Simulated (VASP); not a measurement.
# TaC (Fm-3m) in VASP: settings compared, part 2 of 2

VASP 6.6.1. Earlier steps stand in the parts before.

### Step 4. Electric field gradients, r2SCAN

Input file POSCAR:

```
TaC
1.0
    0.0000000000      2.2270000000      2.2270000000
    2.2270000000      0.0000000000      2.2270000000
    2.2270000000      2.2270000000      0.0000000000
Ta C
1 1
Direct
    0.0000000000      0.0000000000      0.0000000000
    0.5000000000      0.5000000000      0.5000000000
```

Input file INCAR.step1:

```
PREC     = Accurate       # precision mode
ENCUT    = 580            # plane-wave cutoff, eV
ISMEAR   = -1             # smearing method
SIGMA    = 0.05           # smearing width, eV
LREAL    = F              # projectors in reciprocal space
LASPH    = T              # aspherical terms in the spheres
NELM     = 120            # most SCF steps
NBANDS   = 14             # bands
GGA      = PE             # functional
ALGO     = Normal         # electronic algorithm
EDIFF    = 1E-5           # SCF threshold, eV
LWAVE    = T              # write WAVECAR
LCHARG   = F              # write CHGCAR
GGA_COMPAT= F
```

Input file INCAR.step2:

```
PREC     = Accurate       # precision mode
ENCUT    = 580            # plane-wave cutoff, eV
EDIFF    = 1E-8           # SCF threshold, eV
ISMEAR   = -1             # smearing method
SIGMA    = 0.05           # smearing width, eV
LREAL    = F              # projectors in reciprocal space
LASPH    = T              # aspherical terms in the spheres
NELM     = 120            # most SCF steps
ALGO     = Normal         # electronic algorithm
ISIF     = 2              # what is computed and relaxed
LWAVE    = F              # write WAVECAR
LCHARG   = F              # write CHGCAR
METAGGA  = R2SCAN         # meta-GGA
LMIXTAU  = T            
LEFG     = T            
NBANDS   = 14             # bands
ISTART   = 1            
GGA_COMPAT= F
```

Input file KPOINTS:

```
Automatic mesh
0
Gamma
  16 16 16
```

Potentials or basis: VASP PAW PBE potentials, release 64 (Ta_pv, C).

Command:

```
> cat potpaw_PBE.64/Ta_pv/POTCAR potpaw_PBE.64/C/POTCAR > POTCAR
> cp INCAR.step1 INCAR
> mpirun -np 1 vasp_std > vasp.out
> cp INCAR.step2 INCAR
> mpirun -np 1 vasp_std > vasp.out
```

OUTCAR:

```text
PREC = Accurate
   ENCUT = 580
   EDIFF = 1E-8
   ISMEAR = -1
   LREAL = F
   LASPH = T
   NELM = 120
   ISIF = 2
   METAGGA = R2SCAN
   ISTART = 1

 ion  position               nearest neighbor table
   1  0.000  0.000  0.000-   2 2.23   2 2.23   2 2.23   2 2.23   2 2.23   2 2.23
   2  0.500  0.500  0.500-   1 2.23   1 2.23   1 2.23   1 2.23   1 2.23   1 2.23

  LATTYP: Found a face centered cubic cell.
 ALAT       =     4.4540000000

  Lattice vectors:

 A1 = (   0.0000000000,   2.2270000000,   2.2270000000)
 A2 = (   2.2270000000,   0.0000000000,   2.2270000000)
 A3 = (   2.2270000000,   2.2270000000,   0.0000000000)

Analysis of symmetry for initial positions (statically):
=====================================================================
 Subroutine PRICEL returns:
 Original cell was already a primitive cell.

 Routine SETGRP: Setting up the symmetry group for a
 face centered cubic supercell.

 Subroutine GETGRP returns: Found 48 space group operations
 (whereof 48 operations were pure point group operations)
 out of a pool of 48 trial point group operations.

The static configuration has the point symmetry O_h .

Analysis of symmetry for dynamics (positions and initial velocities):
=====================================================================
 Subroutine PRICEL returns:
 Original cell was already a primitive cell.

 Routine SETGRP: Setting up the symmetry group for a
 face centered cubic supercell.

 Subroutine GETGRP returns: Found 48 space group operations
 (whereof 48 operations were pure point group operations)
 out of a pool of 48 trial point group operations.

The dynamic configuration has the point symmetry O_h .

 Subroutine INISYM returns: Found 48 space group operations
 (whereof 48 operations are pure point group operations),
 and found     1 'primitive' translations

----------------------------------------------------------------------------------------

                                     Primitive cell

  volume of cell :      22.0897

  direct lattice vectors                    reciprocal lattice vectors
     0.000000000  2.227000000  2.227000000    -0.224517288  0.224517288  0.224517288
     2.227000000  0.000000000  2.227000000     0.224517288 -0.224517288  0.224517288
     2.227000000  2.227000000  0.000000000     0.224517288  0.224517288 -0.224517288

  length of vectors
     3.149453603  3.149453603  3.149453603     0.388875350  0.388875350  0.388875350

  position of ions in fractional coordinates (direct lattice)
     0.000000000  0.000000000  0.000000000
     0.500000000  0.500000000  0.500000000

  ion indices of the primitive-cell ions
   primitive index   ion index
                 1           1
                 2           2

----------------------------------------------------------------------------------------

 KPOINTS: Automatic mesh

Automatic generation of k-mesh.
 Grid dimensions read from file:
 generate k-points for:   16   16   16

 Generating k-lattice:

  Cartesian coordinates                     Fractional coordinates (reciprocal lattice)
[... 81 lines left out ...]
  volume/ion in A,a.u.               =      11.04        74.53
  Fermi-wavevector in a.u.,A,eV,Ry     =   1.438937  2.719196 28.171393  2.070539
  Thomas-Fermi vector in A             =   2.557848
   LORBIT       =      0    0 simple, 1 ext, 2 COOP (PROOUT), +10 PAW based schemes
   METAGGA = R2SCAN    functional components
   LHFCALC =     F    Hartree Fock is set to
   AEXX    =    0.0000 exact exchange contribution
   IVDW    =     0    specifies the selected vdW correction
   LEPSILON=     F    determine dielectric tensor
   LRPA    =     F    only Hartree local field effects (RPA)
 non-spin polarized calculation
  energy-cutoff  :      580.00
  volume of cell :       22.09
 maximum number of plane-waves:       725
 NGX is ok and might be reduce to    28
   NGX = 13   NGY = 13   NGZ = 13

 number of electron      15.0000000 magnetization

 Free energy of the ion-electron system (eV)
  ---------------------------------------------------
  ext. energy  EPLUGINS =         0.00000000
  ---------------------------------------------------
  free energy    TOTEN  =       -59.86414105 eV

  energy without entropy =      -59.86103917  energy(sigma->0) =      -59.86259011

 E-fermi :   8.4534     XC(G=0): -14.2508

 val. band max:        8.4379664789   @ k =   0.1250   0.0625   0.0000
 cond. band min:       8.5203023344   @ k =   0.0625   0.0625   0.0000
 fundamental gap:      0.0823358555
 Fermi energy:         8.4533539230

 k-point     1 :       0.0000    0.0000    0.0000
  band No.  band energies     occupation
      1     -27.9677      2.00000
      2     -27.9677      2.00000
      3     -27.9677      2.00000
      4      -7.2884      2.00000
      5       7.1116      2.00000
      6       7.1116      2.00000
      7       7.1116      2.00000
      8       7.8538      1.99999
      9       7.8538      1.99999
     10       7.8538      1.99999
     11       9.0685      0.00001
     12       9.0685      0.00001
     13      15.5335      0.00000
     14      18.5921      0.00000
[... 377 lines left out ...]
      1     -28.0397      2.00000
      2     -27.9878      2.00000
      3     -27.9698      2.00000
      4      -6.9885      2.00000
      5       5.8305      2.00000
      6       6.0892      2.00000
      7       6.1244      2.00000
      8       7.2873      2.00000
      9       8.1801      1.99158
     10       8.7508      0.00521
     11      10.0916      0.00000
     12      11.2621      0.00000
     13      16.1341      0.00000
     14      18.5926      0.00000

 [... further k-points ...]

------------------------ aborting loop because EDIFF is reached ----------------------------------------

  FORCE on cell =-STRESS in cart. coord.  units (eV):
  Direction    XX          YY          ZZ          XY          YZ          ZX
  --------------------------------------------------------------------------------------
  -------------------------------------------------------------------------------------
  Total        0.4182968      0.4182968      0.4182968     -0.0000000      0.0000000      0.0000000
  in kB       30.3392222     30.3392222     30.3392222     -0.0000000      0.0000000      0.0000000
  external PRESSURE =      30.3392222 kB  Pullay stress =       0.0000000 kB

 VOLUME and BASIS-vectors are now :
 -----------------------------------------------------------------------------
  energy-cutoff  :      580.00
  volume of cell :       22.09
      direct lattice vectors                 reciprocal lattice vectors
     0.000000000  2.227000000  2.227000000    -0.224517288  0.224517288  0.224517288
     2.227000000  0.000000000  2.227000000     0.224517288 -0.224517288  0.224517288
     2.227000000  2.227000000  0.000000000     0.224517288  0.224517288 -0.224517288

 POSITION                                       TOTAL-FORCE (eV/Angst)
 -----------------------------------------------------------------------------------
      0.00000      0.00000      0.00000         0.000000      0.000000     -0.000000
      2.22700      2.22700      2.22700         0.000000     -0.000000      0.000000
 -----------------------------------------------------------------------------------
    total drift:                                0.000000      0.000000      0.000000

  FREE ENERGIE OF THE ION-ELECTRON SYSTEM (eV)
  ---------------------------------------------------
  free  energy   TOTEN  =       -59.8641410532 eV

  energy  without entropy=      -59.8610391736  energy(sigma->0) =      -59.86259011

 Electric field gradients (V/A^2)
---------------------------------------------------------------------
 ion       V_xx      V_yy      V_zz      V_xy      V_xz      V_yz
---------------------------------------------------------------------
   1      -0.000     0.000    -0.000     0.000     0.000     0.000
   2       0.000     0.000    -0.000     0.000     0.000     0.000
---------------------------------------------------------------------

 Electric field gradients after diagonalization (V/A^2)
 (convention: |V_zz| > |V_xx| > |V_yy|)
----------------------------------------------------------------------
 ion       V_xx      V_yy      V_zz     asymmetry (V_yy - V_xx)/ V_zz
----------------------------------------------------------------------
   1      -0.000    -0.000     0.000       0.000
   2      -0.000    -0.000     0.000       0.000
----------------------------------------------------------------------

           NMR quadrupolar parameters

 Cq : quadrupolar parameter    Cq=e*Q*V_zz/h
 eta: asymmetry parameters     (V_yy - V_xx)/ V_zz
 Q  : nuclear electric quadrupole moment in mb (millibarn)
----------------------------------------------------------------------
 ion       Cq(MHz)       eta       Q (mb)
----------------------------------------------------------------------
   1       0.000       0.000       1.000
   2       0.000       0.000       1.000
----------------------------------------------------------------------
```

Wall time 2.5 min (1 thread of Intel Xeon 6975P-C (Granite Rapids), shared host); peak memory 0.21 GiB.

Results:

- Free energy: -59.8641 eV
- Pressure: 3.0 GPa

Levels at points of the mesh, in eV from the Fermi level:
```csv
k point,band 4,band 5,band 6,band 7,band 8,band 9,band 10,band 11,band 12,band 13
"(0.00, 0.00, 0.00)",-15.74,-1.34,-1.34,-1.34,-0.60,-0.60,-0.60,0.62,0.62,7.08
"(0.50, 0.00, 0.00)",-11.25,-9.14,-5.84,-5.84,2.85,2.85,3.93,5.75,10.13,10.36
"(0.50, 0.50, 0.00)",-13.64,-4.98,-4.64,-1.98,-1.98,2.62,4.25,4.25,7.25,8.54
```

Caveat: without QUAD_EFG the Cq values of the log hold for a quadrupole moment of 1 mb, not for the nuclei; the PAW data sets were made with another functional, which shifts forces and pressure a little; spin-orbit coupling is left out, which moves the levels of the heavy elements.

### Step 5. Overview

```csv
level,potentials or basis,cutoff (eV),gap on the mesh (eV),pressure (GPa)
LDA,"VASP PAW LDA potentials, release 64 (Ta_pv, C)",520,none,-7.5
PBEsol,"VASP PAW PBE potentials, release 64 (Ta_pv, C)",520,none,-2.4
r2SCAN,"VASP PAW PBE potentials, release 64 (Ta_pv, C)",580,none,3.0
```

Alike in all rows: task electric field gradients; no spin polarisation; cell as given; k mesh 16 × 16 × 16; smearing fermi-dirac 0.05 eV.

Caveats: spin-orbit coupling is left out, which moves the levels of the heavy elements; the PAW data sets were made with another functional, which shifts forces and pressure a little (some runs).

Total energies depend on the potentials used, so only differences within one code and one set of settings carry meaning.
